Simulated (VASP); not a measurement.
**MgO: single point with LDA**

MgO:

```
CELL_PARAMETERS angstrom
3.02616 0.00000 0.00000
-1.51308 2.62073 0.00000
0.00000 0.00000 2.59929
ATOMIC_POSITIONS crystal
Mg 0.00000 0.00000 0.00000
O 0.33333 0.66667 0.50000
```

This cell differs from its parent crystal: strain +0.030 along x and y, -0.030 along z.

```json
{"Program": "VASP 6.6.1", "Task": "single point", "Functional": "LDA", "Potentials or basis": "VASP PAW LDA potentials, release 64 (Mg_sv, O)", "Cutoff": "750 eV", "k mesh": "9 × 9 × 8", "Occupations": "gaussian, width 0.05 eV", "Spin": "no spin polarisation"}
```

```
Pressure               : -11.2 GPa
Band gap on the k mesh : 2.32 eV (least direct gap 2.61 eV)
```

Stress tensor (GPa, compression positive):
```
-20.59   0.00   0.00
  0.00 -20.59   0.00
  0.00   0.00   7.64
```

Levels at points of the mesh, in eV from the valence-band top:
| k point | band 5 | band 6 | band 7 | band 8 | band 9 | band 10 | band 11 | band 12 |
| --- | --- | --- | --- | --- | --- | --- | --- | --- |
| (0.00, 0.00, 0.00) | -17.48 | -1.33 | -1.33 | -0.30 | 2.32 | 11.46 | 13.79 | 13.79 |
| (0.00, 0.00, 0.50) | -16.20 | -5.55 | -0.69 | -0.69 | 7.14 | 8.57 | 16.49 | 16.49 |

Run time: 20 s on 1 thread of Intel(R) Xeon(R) Platinum 8259CL CPU @ 2.50GHz (Skylake/Cascade Lake), with other jobs on the host, peak memory 0.15 GiB.

Caveat: the cell differs from its parent crystal (strain +0.030 along x and y, -0.030 along z); the cell stands under tension; an odd mesh through Γ misses points on the zone boundary, where band edges can lie.
